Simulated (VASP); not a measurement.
# Cu3Re (P4/mmm) in VASP: a series of runs, part 2 of 2

VASP 6.6.1. The steps go on from the part before.

### Step 3. Relaxation of cell and atoms, PBE

This run uses another cell than the first one, of 14.74 Å³/atom.

INCAR reads:

```
ALGO = Normal
EDIFF = 1E-7
EDIFFG = -0.04
ENCUT = 820
GGA = PE
GGA_COMPAT = F
IBRION = 2
ISIF = 3
ISMEAR = 0
LASPH = T
LCHARG = F
LREAL = F
LWAVE = F
NELM = 120
NELMIN = 4
NSW = 90
PREC = Accurate
SIGMA = 0.1
```

KPOINTS reads:

```
k-points
0
Gamma
  6 6 4
```

POSCAR reads:

```
Cu3Re
1.0
    3.4816016800      0.0000000000      0.0000000000
    0.0000000000      3.4816016800      0.0000000000
    0.0000000000      0.0000000000      4.8650865200
Cu Re
3 1
Direct
    0.5000000000      0.5000000000      0.2441786800
    0.5000000000      0.5000000000      0.7558213200
    0.0000000000      0.0000000000      0.0000000000
    0.0000000000      0.0000000000      0.5000000000
```

Potentials or basis: VASP PAW PBE potentials, release 64 (Cu_sv_GW, Re_sv_GW).

Started as:

```sh
$ cat potpaw_PBE.64/Cu_sv_GW/POTCAR potpaw_PBE.64/Re_sv_GW/POTCAR > POTCAR
$ mpirun -np 1 vasp_std > vasp.out
```

OUTCAR:

```text
EDIFF = 1E-7
   EDIFFG = -0.04
   ENCUT = 820
   GGA = PE
   IBRION = 2
   ISIF = 3
   ISMEAR = 0
   LASPH = T
   LREAL = F
   NELM = 120
   NELMIN = 4
   NSW = 90
   PREC = Accurate

 ion  position               nearest neighbor table
   1  0.500  0.500  0.244-   2 2.38   2 2.49   4 2.76   4 2.76   4 2.76   4 2.76
   2  0.500  0.500  0.756-   1 2.38   1 2.49   4 2.76   4 2.76   4 2.76   4 2.76
   3  0.000  0.000  0.000-   4 2.43   4 2.43
   4  0.000  0.000  0.500-   3 2.43   3 2.43   1 2.76   2 2.76   1 2.76   2 2.76   1 2.76   2 2.76
                             1 2.76   2 2.76

  LATTYP: Found a simple tetragonal cell.
 ALAT       =     3.4816016800
 C/A-ratio  =     1.3973702242

  Lattice vectors:

 A1 = (   3.4816016800,   0.0000000000,   0.0000000000)
 A2 = (   0.0000000000,   3.4816016800,   0.0000000000)
 A3 = (   0.0000000000,   0.0000000000,   4.8650865200)

Analysis of symmetry for initial positions (statically):
=====================================================================
 Subroutine PRICEL returns:
 Original cell was already a primitive cell.

 Routine SETGRP: Setting up the symmetry group for a
 simple tetragonal supercell.

 Subroutine GETGRP returns: Found 16 space group operations
 (whereof 16 operations were pure point group operations)
 out of a pool of 16 trial point group operations.

The static configuration has the point symmetry D_4h.

Analysis of symmetry for dynamics (positions and initial velocities):
=====================================================================
 Subroutine PRICEL returns:
 Original cell was already a primitive cell.

 Routine SETGRP: Setting up the symmetry group for a
 simple tetragonal supercell.
[... 270 lines left out ...]

 E-fermi :  10.2083     XC(G=0): -13.9589

 val. band max:       10.1655428908   @ k =   0.5000   0.0000   0.0000
 cond. band min:      10.2453547429   @ k =   0.5000   0.3333   0.0000
 fundamental gap:      0.0798118521
 Fermi energy:        10.2083101724

 k-point     1 :       0.0000    0.0000    0.0000
  band No.  band energies     occupation
      1    -102.9850      2.00000
      2    -102.9848      2.00000
      3    -102.4068      2.00000
      4     -70.4625      2.00000
      5     -60.3724      2.00000
      6     -60.3697      2.00000
[... 1093 lines left out ...]
     42      17.1856      0.00000
     43      18.9465      0.00000

 [... further k-points ...]

[... ionic steps 4 to 13 ...]

--------------------------------------- Ionic step       14  -------------------------------------------

 number of electron      72.0000011 magnetization

------------------------ aborting loop because EDIFF is reached ----------------------------------------
[... 71 lines left out ...]
--------------------------------------- Ionic step       16  -------------------------------------------

 number of electron      72.0000012 magnetization

 Free energy of the ion-electron system (eV)
  ---------------------------------------------------
  ext. energy  EPLUGINS =         0.00000000
  ---------------------------------------------------
  free energy    TOTEN  =       -24.26340345 eV

  energy without entropy =      -24.24708053  energy(sigma->0) =      -24.25524199

 E-fermi :   9.6504     XC(G=0): -13.7203

 val. band max:        9.6081149405   @ k =   0.5000   0.0000   0.0000
 cond. band min:       9.6907349071   @ k =   0.3333   0.1667   0.0000
 fundamental gap:      0.0826199666
 Fermi energy:         9.6504134834

 k-point     1 :       0.0000    0.0000    0.0000
  band No.  band energies     occupation
      1    -103.4155      2.00000
      2    -103.4153      2.00000
      3    -102.8646      2.00000
      4     -71.0008      2.00000
      5     -60.7983      2.00000
      6     -60.7950      2.00000
[... 1126 lines left out ...]
  FREE ENERGIE OF THE ION-ELECTRON SYSTEM (eV)
  ---------------------------------------------------
  free  energy   TOTEN  =       -24.2634034498 eV

  energy  without entropy=      -24.2470805271  energy(sigma->0) =      -24.25524199

 reached required accuracy - stopping structural energy minimisation
```

CONTCAR:

```text
Cu3Re
   1.00000000000000
     2.7070220818300972   -0.0000000000000000    0.0000000000000000
     0.0000000000000000    2.7070220818300972    0.0000000000000000
     0.0000000000000000   -0.0000000000000000    6.7583990644641139
  Cu              Re
     3     1
Direct
     0.5000000000000000    0.5000000000000000    0.2334577283252323
     0.5000000000000000    0.5000000000000000    0.7665422716747678
     0.0000000000000000    0.0000000000000000    0.0000000000000000
     0.0000000000000000    0.0000000000000000    0.5000000000000000

  0.00000000E+00  0.00000000E+00  0.00000000E+00
  0.00000000E+00  0.00000000E+00  0.00000000E+00
  0.00000000E+00  0.00000000E+00  0.00000000E+00
  0.00000000E+00  0.00000000E+00  0.00000000E+00
```

Run time: 43 min. Hardware: 1 thread of Intel Xeon Platinum 8488C (Sapphire Rapids), shared host; peak memory 0.41 GiB.

Results:

```yaml
Free_energy: -24.2634 eV
Relaxed_volume: 12.38 Å³/atom
Relaxed_cell: a = 2.707 Å, b = 2.707 Å, c = 6.758 Å, α = 90.00°, β = 90.00°, γ = 90.00°
Space_group_after_relaxing_to_0.1_Å: P4/mmm (No. 123)
Energy_gained_by_relaxing: 501.5 meV/atom
Ionic_steps: 16
Pressure_after_relaxing: 0.1 GPa
Largest_force_after_relaxing: 0.038 eV/Å
Band_gap_on_the_k_mesh: zero (bands 36 and 37 overlap by 4.01 eV)
```

Forces on the atoms (eV/Å):
```
Cu   0.000  0.000  0.038
Cu   0.000  0.000 -0.038
Cu   0.000  0.000  0.000
Re   0.000  0.000  0.000
```

The path:
```tsv
step	energy change (eV)	largest force (eV/Å)	pressure (GPa)	volume (Å³)
1	0.0000	0.6460	-13.12	58.97
2	-1.2435	0.7274	12.02	48.85
3	-1.2438	0.7152	11.76	48.91
4	-1.6512	0.4814	-3.26	51.45
5	-1.6740	0.4371	-5.06	51.88
6	-1.6977	0.3386	-8.10	52.70
7	-1.8744	0.4741	6.04	48.92
8	-1.8701	0.4816	12.77	47.51
9	-1.8788	0.5012	9.48	48.17
10	-1.9466	0.2092	9.70	47.83
11	-1.9219	0.1042	9.89	47.41
12	-1.9520	0.1061	9.85	47.71
13	-2.0009	0.0068	2.89	48.94
14	-2.0061	0.0485	0.06	49.48
15	-2.0061	0.0528	-0.07	49.52
16	-2.0062	0.0379	0.06	49.53
```

Final structure:
```cif
data_structure
_symmetry_space_group_name_H-M 'P 1'
_symmetry_Int_Tables_number 1
_cell_length_a 2.7070
_cell_length_b 2.7070
_cell_length_c 6.7584
_cell_angle_alpha 90.000
_cell_angle_beta 90.000
_cell_angle_gamma 90.000
_cell_volume 49.53
loop_
_atom_site_label
_atom_site_type_symbol
_atom_site_fract_x
_atom_site_fract_y
_atom_site_fract_z
_atom_site_occupancy
Cu1 Cu 0.50000 0.50000 0.23346 1
Cu2 Cu 0.50000 0.50000 0.76654 1
Cu3 Cu 0.00000 0.00000 0.00000 1
Re1 Re 0.00000 0.00000 0.50000 1
```

Levels at points of the mesh, in eV from the Fermi level:
```csv
k point,band 32,band 33,band 34,band 35,band 36,band 37,band 38,band 39,band 40,band 41
"(0.00, 0.00, 0.00)",-2.17,-2.17,-2.04,-1.87,-1.07,0.91,0.91,2.36,3.51,10.57
"(0.50, 0.00, 0.00)",-2.00,-1.89,-1.38,-1.17,-1.04,-0.68,-0.04,1.43,2.60,5.54
"(0.50, 0.50, 0.00)",-1.68,-0.71,-0.71,0.60,0.60,0.82,4.48,6.00,6.09,6.59
"(0.00, 0.00, 0.50)",-2.00,-2.00,-1.86,-1.84,-0.32,0.79,0.79,1.46,2.36,12.11
"(0.50, 0.00, 0.50)",-2.62,-1.94,-1.81,-1.12,-0.80,-0.80,-0.10,1.42,4.36,6.14
"(0.50, 0.50, 0.50)",-2.02,-1.88,-1.68,0.80,3.21,3.21,3.52,3.52,4.48,5.39
```

Caveat: the volume moved by over 15 % at a fixed basis, so the end points are rough; spin-orbit coupling is left out, which moves the levels of the heavy elements.

The gap in the log of VASP goes by the Fermi energy; the results here count the filled bands.